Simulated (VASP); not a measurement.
# I (C2/m) in VASP: a series of runs, part 3 of 3

VASP 6.6.1. Earlier steps stand in the parts before.

**5. Relaxation of cell and atoms, PBEsol, target pressure 20 GPa, at which the enthalpy is minimised**

Contents of INCAR:

```
SYSTEM = I
PREC = Accurate ; ENCUT = 600
EDIFF = 1E-6 ; ISMEAR = -1
SIGMA = 0.05 ; LREAL = .FALSE.
LASPH = .TRUE. ; NELM = 80
ALGO = Normal ; ISIF = 3
LWAVE = .FALSE. ; LCHARG = .FALSE.
GGA = PS ; IBRION = 2
NSW = 60 ; EDIFFG = -0.01
PSTRESS = 200.0
```

Contents of KPOINTS:

```
Automatic mesh
0
G
  7 7 11
  0 0 0
```

Contents of POSCAR:

```
I
1.0
    2.5383465792     -3.7066249365      0.0000000000
    2.5383465792      3.7066249365      0.0000000000
   -1.6208748370      0.0000000000      2.3810977968
I
1
Direct
    0.5000000000      0.5000000000      0.5000000000
```

Potentials or basis: VASP PAW PBE potentials, release 64 (I).

Started as:

```bash
> cat potpaw_PBE.64/I/POTCAR > POTCAR
> mpirun -np 1 vasp_std > vasp.out
```

OUTCAR:

```text
SYSTEM = I
   PREC = Accurate
   ENCUT = 600
   EDIFF = 1E-6
   ISMEAR = -1
   LREAL = .FALSE.
   LASPH = .TRUE.
   NELM = 80
   ISIF = 3
   GGA = PS
   IBRION = 2
   NSW = 60
   EDIFFG = -0.01
   PSTRESS = 200.0

 ion  position               nearest neighbor table
   1  0.500  0.500  0.500-

  LATTYP: Found a base centered monoclinic cell.
 ALAT       =     5.0766931584
 B/A-ratio  =     1.4602517114
 C/A-ratio  =     0.5673826054
 COS(beta)  =    -0.5627202553

  Lattice vectors:

 A1 = (   2.5383465792,  -3.7066249365,   0.0000000000)
 A2 = (   2.5383465792,   3.7066249365,   0.0000000000)
 A3 = (  -1.6208748370,   0.0000000000,   2.3810977968)

Analysis of symmetry for initial positions (statically):
[... 176 lines left out ...]
 cond. band min:       2.1076058069   @ k =   0.4286   0.4286   0.1818
 fundamental gap:      0.0860057483
 Fermi energy:         2.0828594104
[... 836 lines left out ...]
 k-point    24 :       0.1429    0.1429    0.0909
  band No.  band energies     occupation
      1      -4.6459      2.00000
      2       4.8939      2.00000
      3       8.1026      2.00000
      4      11.9876      0.00000
      5      17.4736      0.00000
      6      18.9912      0.00000
      7      21.2279      0.00000

 [... further k-points ...]

[... ionic steps 4 to 24 ...]

--------------------------------------- Ionic step       25  -------------------------------------------

 number of electron       7.0000000 magnetization

------------------------ aborting loop because EDIFF is reached ----------------------------------------
[... 69 lines left out ...]
--------------------------------------- Ionic step       27  -------------------------------------------

 number of electron       7.0000000 magnetization

 Free energy of the ion-electron system (eV)
  ---------------------------------------------------
  ext. energy  EPLUGINS =         0.00000000
  ---------------------------------------------------
  free energy    TOTEN  =        -1.15283098 eV

  energy without entropy =       -1.15039788  energy(sigma->0) =       -1.15161443

 E-fermi :   9.7777     XC(G=0): -10.8861

 val. band max:        9.6881036773   @ k =   0.1429   0.0000   0.0909
 cond. band min:       9.8453247156   @ k =  -0.1429   0.0000   0.0909
 fundamental gap:      0.1572210383
 Fermi energy:         9.7777016143
[... 272 lines left out ...]
  energy  without entropy=       -1.1503978817  energy(sigma->0) =       -1.15161443

  enthalpy is  TOTEN    =         1.9152501701 eV   P V=        3.0680811478

 reached required accuracy - stopping structural energy minimisation
```

OSZICAR:

```text
N       E                     dE             d eps       ncg     rms          rms(c)
DAV:   1     0.334322966966E+02    0.33432E+02   -0.28344E+03  2184   0.809E+02
DAV:   2    -0.507450288465E+00   -0.33940E+02   -0.32928E+02  2996   0.100E+02
[... 217 lines left out ...]
  26 F= 0.19152750E+01 E0= 0.19164922E+01  d E =-.446919E-04
       N       E                     dE             d eps       ncg     rms          rms(c)
DAV:   1    -0.115285043972E+01   -0.56291E-03   -0.18774E-03  2975   0.268E-01    0.247E-02
DAV:   2    -0.115283772790E+01    0.12712E-04   -0.45279E-05  2723   0.583E-02    0.131E-02
DAV:   3    -0.115283093365E+01    0.67943E-05   -0.20895E-05  3003   0.299E-02    0.411E-03
DAV:   4    -0.115283097773E+01   -0.44084E-07   -0.72924E-07  1806   0.739E-03
  27 F= 0.19152502E+01 E0= 0.19164667E+01  d E =-.248580E-04
```

Run time: 14 min. Hardware: 1 thread of AMD EPYC 7R13, shared host; peak memory 0.22 GiB.

Results:

* Free energy: -1.1528 eV
* Relaxed volume: 24.58 Å³/atom
* Relaxed cell: a = 3.454 Å, b = 3.454 Å, c = 2.993 Å, α = 116.06°, β = 116.06°, γ = 103.17°
* Space group after relaxing (to 0.1 Å): I4/mmm (No. 139)
* Energy change on relaxing (the run minimises the enthalpy): +468.7 meV/atom
* Ionic steps: 27
* Pressure after relaxing: 20.0 GPa
* Band gap on the k mesh: zero (an odd number of electrons rules out a gap without spin polarisation)

Stress tensor (GPa, compression positive):
```
20.06  0.00 -0.03
 0.00 19.99  0.00
-0.03  0.00 19.97
```

The path:
```csv
step,energy change (eV),largest force (eV/Å),pressure (GPa),volume (Å³)
1,0.0000,0.0000,-0.40,44.81
2,7.6286,0.0000,217.20,17.06
3,0.3395,0.0000,13.56,33.21
4,0.4505,0.0000,16.77,32.03
5,0.5729,0.0000,20.21,30.96
6,2.3622,0.0000,87.35,17.93
7,0.6566,0.0000,28.18,24.25
8,0.7161,0.0000,30.26,23.73
9,0.7522,0.0000,31.49,23.44
10,0.1477,0.0000,6.36,28.86
11,0.3866,0.0000,18.10,25.60
12,0.3939,0.0000,18.36,25.54
13,0.4373,0.0000,19.65,25.00
14,0.5722,0.0000,23.83,23.83
15,0.5079,0.0000,21.75,24.29
16,0.5214,0.0000,22.19,24.18
17,0.4360,0.0000,18.19,24.88
18,0.4838,0.0000,20.46,24.46
19,0.4847,0.0000,20.49,24.45
20,0.4653,0.0000,19.80,24.61
21,0.4689,0.0000,19.94,24.58
22,0.4686,0.0000,19.95,24.58
23,0.4670,0.0000,19.87,24.59
24,0.4683,0.0000,19.92,24.58
25,0.4692,0.0000,20.01,24.57
26,0.4693,0.0000,20.01,24.57
27,0.4687,0.0000,20.01,24.58
```

Final structure:
```xyz
1
Lattice="2.1121 -2.7059 -0.3791 2.1121 2.7059 -0.3791 -1.7093 0.0000 2.4570" Properties=species:S:1:pos:R:3 pbc="T T T"
I     1.2575    0.0000    0.8494
```

Levels at points of the mesh, in eV from the Fermi level:
```
           k point  band 1  band 2  band 3  band 4  band 5  band 6  band 7
(0.00, 0.00, 0.00)  -16.60    0.92    1.89    2.25    8.12    8.60   10.64
```

Caveat: the cell is relaxed towards a set pressure, so the run minimises the enthalpy, not the energy; the volume moved by over 15 % at a fixed basis, so the end points are rough; the PAW data sets were made with another functional, which shifts forces and pressure a little; spin-orbit coupling is left out, which moves the levels of the heavy elements; an odd number of electrons without spin polarisation forces a metal; a magnetic or distorted state may lie lower.

**6. Summary**

```tsv
cell	gap on the mesh (eV)	pressure (GPa)
relaxed to 2 GPa	none	2.0
relaxed to 5 GPa	none	5.0
relaxed to 10 GPa	none	10.0
relaxed to 20 GPa	none	20.0
```

Alike in all rows: task relaxation of cell and atoms; level PBEsol; potentials or basis VASP PAW PBE potentials, release 64 (I); no spin polarisation; k mesh 7 × 7 × 11; cutoff (eV) 600; smearing fermi-dirac 0.05 eV.

Caveats: the cell is relaxed towards a set pressure, so the run minimises the enthalpy, not the energy; the volume moved by over 15 % at a fixed basis, so the end points are rough; the PAW data sets were made with another functional, which shifts forces and pressure a little; spin-orbit coupling is left out, which moves the levels of the heavy elements; an odd number of electrons without spin polarisation forces a metal; a magnetic or distorted state may lie lower.

Total energies depend on the potentials used, so only differences within one code and one set of settings carry meaning.
